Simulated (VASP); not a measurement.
# Si2Ni (Fm-3m) in VASP: a series of runs, part 2 of 2

VASP 6.6.1. The steps go on from the part before.

**4. Relaxation of cell and atoms, PBE, collinear spin, ferromagnetic start**

This run uses another cell than the first one, of 13.09 Å³/atom, 0.972 times its volume.

INCAR reads:

```
PREC     = Accurate       # precision mode
ENCUT    = 600            # plane-wave cutoff, eV
EDIFF    = 1E-7           # SCF threshold, eV
ISMEAR   = 0              # smearing method
SIGMA    = 0.1            # smearing width, eV
LREAL    = False          # projectors in reciprocal space
LASPH    = True           # aspherical terms in the spheres
NELM     = 150            # most SCF steps
ALGO     = Normal         # electronic algorithm
ISIF     = 3              # what is computed and relaxed
LWAVE    = False          # write WAVECAR
LCHARG   = False          # write CHGCAR
ISPIN    = 2              # spin polarisation
MAGMOM   = 0 0 2          # initial moments
LORBIT   = 11             # projections on sites
LMAXMIX  = 4              # l up to which the mixer works
GGA      = PE             # functional
IBRION   = 2              # ionic algorithm
NSW      = 90             # ionic steps
EDIFFG   = -0.04          # ionic threshold
```

KPOINTS reads:

```
regular mesh
0
Gamma
  6 6 6
```

POSCAR reads:

```
Si2Ni
1.0
    0.0000000000      2.6974999900      2.6974999900
    2.6974999900      0.0000000000      2.6974999900
    2.6974999900      2.6974999900      0.0000000000
Si Ni
2 1
Direct
    0.2500000000      0.2500000000      0.2500000000
    0.7500000000      0.7500000000      0.7500000000
    0.0000000000      0.0000000000      0.0000000000
```

Potentials or basis: VASP PAW PBE potentials, release 64 (Si, Ni).

Started as:

```
$ cat potpaw_PBE.64/Si/POTCAR potpaw_PBE.64/Ni/POTCAR > POTCAR
$ mpirun -np 1 vasp_std > vasp.out
```

OUTCAR:

```text
PREC = Accurate
   ENCUT = 600
   EDIFF = 1E-7
   ISMEAR = 0
   LREAL = False
   LASPH = True
   NELM = 150
   ISIF = 3
   ISPIN = 2
   LORBIT = 11
   GGA = PE
   IBRION = 2
   NSW = 90
   EDIFFG = -0.04

 ion  position               nearest neighbor table
   1  0.250  0.250  0.250-   3 2.34   3 2.34   3 2.34   3 2.34   2 2.70   2 2.70   2 2.70   2 2.70
                             2 2.70   2 2.70
   2  0.750  0.750  0.750-   3 2.34   3 2.34   3 2.34   3 2.34   1 2.70   1 2.70   1 2.70   1 2.70
                             1 2.70   1 2.70
   3  0.000  0.000  0.000-   2 2.34   2 2.34   2 2.34   1 2.34   1 2.34   1 2.34   2 2.34   1 2.34

  LATTYP: Found a face centered cubic cell.
 ALAT       =     5.3949999800

  Lattice vectors:

 A1 = (   0.0000000000,   2.6974999900,   2.6974999900)
 A2 = (   2.6974999900,   0.0000000000,   2.6974999900)
 A3 = (   2.6974999900,   2.6974999900,   0.0000000000)

Analysis of symmetry for initial positions (statically):
=====================================================================
 Subroutine PRICEL returns:
 Original cell was already a primitive cell.

 Routine SETGRP: Setting up the symmetry group for a
 face centered cubic supercell.

 Subroutine GETGRP returns: Found 48 space group operations
 (whereof 48 operations were pure point group operations)
 out of a pool of 48 trial point group operations.

The static configuration has the point symmetry O_h .

Analysis of symmetry for dynamics (positions and initial velocities):
=====================================================================
 Subroutine PRICEL returns:
 Original cell was already a primitive cell.

 Routine SETGRP: Setting up the symmetry group for a
 face centered cubic supercell.

 Subroutine GETGRP returns: Found 48 space group operations
 (whereof 48 operations were pure point group operations)
 out of a pool of 48 trial point group operations.

The dynamic configuration has the point symmetry O_h .

Analysis of structural, dynamic, and magnetic symmetry:
=====================================================================
 Subroutine PRICEL returns:
 Original cell was already a primitive cell.

 Routine SETGRP: Setting up the symmetry group for a
 face centered cubic supercell.

[... 147 lines left out ...]

  energy without entropy =      -17.34698607  energy(sigma->0) =      -17.35030963

------------------------ aborting loop because EDIFF is reached ----------------------------------------

  FORCE on cell =-STRESS in cart. coord.  units (eV):
  Direction    XX          YY          ZZ          XY          YZ          ZX
  --------------------------------------------------------------------------------------
  -------------------------------------------------------------------------------------
  Total        1.1810850      1.1810850      1.1810850      0.0000000      0.0000000      0.0000000
  in kB       48.2033683     48.2033683     48.2033683      0.0000000      0.0000000      0.0000000
  external PRESSURE =      48.2033683 kB  Pullay stress =       0.0000000 kB
[... 26 lines left out ...]
 number of electron      18.0000005 magnetization      -0.0000034

 number of electron      18.0000005 magnetization       0.0000016

 E-fermi :   9.7472     XC(G=0): -11.3572

 val. band max:        9.6765318733   @ k =   0.5000   0.3333   0.0000
 cond. band min:       9.8258426769   @ k =   0.1667   0.1667   0.0000
 fundamental gap:      0.1493108037
 Fermi energy:         9.7471790920

 spin component 1

 k-point     1 :       0.0000    0.0000    0.0000
  band No.  band energies     occupation
      1      -3.6579      1.00000
      2       4.8626      1.00000
      3       4.8626      1.00000
      4       4.8626      1.00000
      5       6.5126      1.00000
      6       6.5126      1.00000
      7       9.0373      1.00000
      8      11.3759      0.00000
      9      11.3759      0.00000
     10      11.3759      0.00000
     11      12.0881      0.00000
[... 569 lines left out ...]
 number of electron      17.9999992 magnetization       0.0000018

 number of electron      17.9999992 magnetization      -0.0000006

 Free energy of the ion-electron system (eV)
  ---------------------------------------------------
  ext. energy  EPLUGINS =         0.00000000
  ---------------------------------------------------
  free energy    TOTEN  =       -17.37150286 eV

  energy without entropy =      -17.36579099  energy(sigma->0) =      -17.36864692

 E-fermi :  10.1363     XC(G=0): -11.4745

 val. band max:       10.0760832235   @ k =   0.5000   0.3333   0.0000
 cond. band min:      10.1758808969   @ k =   0.1667   0.1667   0.0000
 fundamental gap:      0.0997976734
 Fermi energy:        10.1363172187

 spin component 1

 k-point     1 :       0.0000    0.0000    0.0000
  band No.  band energies     occupation
      1      -3.5273      1.00000
      2       5.0679      1.00000
      3       5.0679      1.00000
      4       5.0679      1.00000
      5       6.7439      1.00000
      6       6.7439      1.00000
      7       9.6028      1.00000
      8      11.7778      0.00000
      9      11.7778      0.00000
     10      11.7778      0.00000
     11      12.4188      0.00000
[... 561 lines left out ...]
  FREE ENERGIE OF THE ION-ELECTRON SYSTEM (eV)
  ---------------------------------------------------
  free  energy   TOTEN  =       -17.3715028594 eV

  energy  without entropy=      -17.3657909889  energy(sigma->0) =      -17.36864692

 reached required accuracy - stopping structural energy minimisation

 total charge

# of ion       s       p       d       tot
------------------------------------------
    1        0.749   0.826   0.000   1.574
    2        0.749   0.826   0.000   1.574
    3        0.545   0.757   8.445   9.747
--------------------------------------------------
tot          2.043   2.408   8.445  12.896

 magnetization (x)

# of ion       s       p       d       tot
------------------------------------------
    1        0.000   0.000   0.000   0.000
    2        0.000   0.000   0.000   0.000
    3       -0.000   0.000   0.000   0.000
--------------------------------------------------
tot         -0.000   0.000   0.000   0.000
```

OSZICAR:

```text
N       E                     dE             d eps       ncg     rms          rms(c)
DAV:   1     0.758233847183E+02    0.75823E+02   -0.85986E+03   896   0.147E+03
DAV:   2    -0.143885869330E+02   -0.90212E+02   -0.84227E+02   914   0.254E+02
[... 33 lines left out ...]
DAV:   5    -0.173714967522E+02    0.32637E-02   -0.11182E-02  1108   0.238E+00    0.970E-02
DAV:   6    -0.173714881974E+02    0.85548E-05   -0.48992E-04  1156   0.381E-01    0.514E-02
DAV:   7    -0.173715048492E+02   -0.16652E-04   -0.53059E-05   992   0.725E-02    0.986E-03
DAV:   8    -0.173715037442E+02    0.11050E-05   -0.22437E-06  1100   0.133E-02    0.584E-03
DAV:   9    -0.173715029212E+02    0.82299E-06   -0.61647E-07  1134   0.187E-02    0.119E-03
DAV:  10    -0.173715028594E+02    0.61846E-07   -0.11838E-07   502   0.647E-03
   3 F= -.17371503E+02 E0= -.17368647E+02  d E =-.178697E-01  mag=     0.0000
```

Wall time 36 s (1 thread of Intel Xeon 6975P-C (Granite Rapids), shared host); peak memory 0.19 GiB.

Results:

```yaml
Free_energy: -17.3715 eV
Relaxed_volume: 13.49 Å³/atom
Relaxed_cell: a = 3.854 Å, b = 3.854 Å, c = 3.854 Å, α = 60.00°, β = 60.00°, γ = 60.00°
Space_group_after_relaxing_to_0.05_Å: Fm-3m (No. 225)
Energy_gained_by_relaxing: 6.0 meV/atom
Ionic_steps: 3
Pressure_after_relaxing: 0.0 GPa
Band_gap_on_the_k_mesh: zero (filled and empty bands overlap)
Net_moment: 0.00 μB per cell
Valence_electrons_inside_the_program's_atomic_spheres: Si 1.57; Ni 9.75
```

Step by step:
| step | energy change (eV) | largest force (eV/Å) | pressure (GPa) | volume (Å³) |
| --- | --- | --- | --- | --- |
| 1 | 0.0000 | 0.0000 | 4.82 | 39.26 |
| 2 | -0.0056 | 0.0000 | -3.59 | 41.54 |
| 3 | -0.0179 | 0.0000 | -0.02 | 40.48 |

Final structure:
```
Si Ni
1.0
     0.00000    2.72517    2.72517
     2.72517    0.00000    2.72517
     2.72517    2.72517    0.00000
Si Ni
2 1
Cartesian
  1.3626 1.3626 1.3626
  4.0878 4.0878 4.0878
  0.0000 0.0000 0.0000
```

Caveat: the starting moments collapsed, and a magnetic state may lie lower.

**5. Relaxation of cell and atoms, PBE**

INCAR reads:

```
  PREC = Accurate
  ENCUT = 600
  EDIFF = 1E-6
  ISMEAR = 0
  SIGMA = 0.1
  LREAL = F
  LASPH = T
  NELM = 100
  ALGO = Normal
  ISIF = 3
  LWAVE = F
  LCHARG = F
  GGA = PE
  IBRION = 2
  NSW = 100
  EDIFFG = -0.01
```

KPOINTS reads:

```
Automatic mesh
0
Gamma
  14 14 14
```

POSCAR reads:

```
Si2Ni
1.0
    0.0000000000      2.7243626439      2.7243626439
    2.7243626439      0.0000000000      2.7243626439
    2.7243626439      2.7243626439      0.0000000000
Si Ni
2 1
Direct
    0.2500000000      0.2500000000      0.2500000000
    0.7500000000      0.7500000000      0.7500000000
    0.0000000000      0.0000000000      0.0000000000
```

Started as:

```
$ cat potpaw_PBE.64/Si/POTCAR potpaw_PBE.64/Ni/POTCAR > POTCAR
$ mpirun -np 1 vasp_std > vasp.out
```

Wall time 48 s (1 thread of Intel Xeon 6975P-C (Granite Rapids), shared host); peak memory 0.22 GiB.

Results (log left out):

```
Free energy                            : -17.3721 eV
Relaxed volume                         : 13.46 Å³/atom
Relaxed cell                           : a = 3.851 Å, b = 3.851 Å, c = 3.851 Å, α = 60.00°, β = 60.00°, γ = 60.00°
Space group after relaxing (to 0.05 Å) : Fm-3m (No. 225)
Energy gained by relaxing              : 0.0 meV/atom
Ionic steps                            : 3
Pressure after relaxing                : 0.0 GPa
Band gap on the k mesh                 : zero (band 9 reaches 11.80 eV, above the bottom of band 10 at 9.66 eV)
```

Final structure:
```xyz
3
Lattice="0.0000 2.7231 2.7231 2.7231 0.0000 2.7231 2.7231 2.7231 0.0000" Properties=species:S:1:pos:R:3 pbc="T T T"
Si    1.3615    1.3615    1.3615
Si    4.0846    4.0846    4.0846
Ni    0.0000    0.0000    0.0000
```

Levels at points of the mesh, in eV from the Fermi level:
```tsv
k point	band 6	band 7	band 8	band 9	band 10	band 11	band 12	band 13
(0.00, 0.00, 0.00)	-3.40	-0.49	1.66	1.66	1.66	2.31	2.31	2.31
(0.50, 0.00, 0.00)	-3.22	-3.22	-1.40	-1.40	1.74	1.78	1.78	2.47
(0.50, 0.50, 0.00)	-3.49	-3.49	-3.33	-3.01	-0.46	1.45	7.73	8.12
```

**6. Summary**

| task | level | cell | cutoff (eV) | gap on the mesh (eV) | pressure (GPa) |
| --- | --- | --- | --- | --- | --- |
| single point | PBE | a = 3.852 Å, angles 60.0°, 3 atoms | 520 | none | -0.1 |
| single point | r2SCAN | a = 3.852 Å, angles 60.0°, 3 atoms | 520 | none | -5.0 |
| relaxation of cell and atoms | PBE | relaxed from a = 3.853 Å, angles 60.0°, 3 atoms | 600 | none | 0.0 |

Alike in all rows: potentials or basis VASP PAW PBE potentials, release 64 (Si, Ni); no spin polarisation; k mesh 14 × 14 × 14; smearing gaussian 0.1 eV.

Caveats: the PAW data sets were made with another functional, which shifts forces and pressure a little (some runs).

Absolute energies hang on the potentials; compare differences alone.
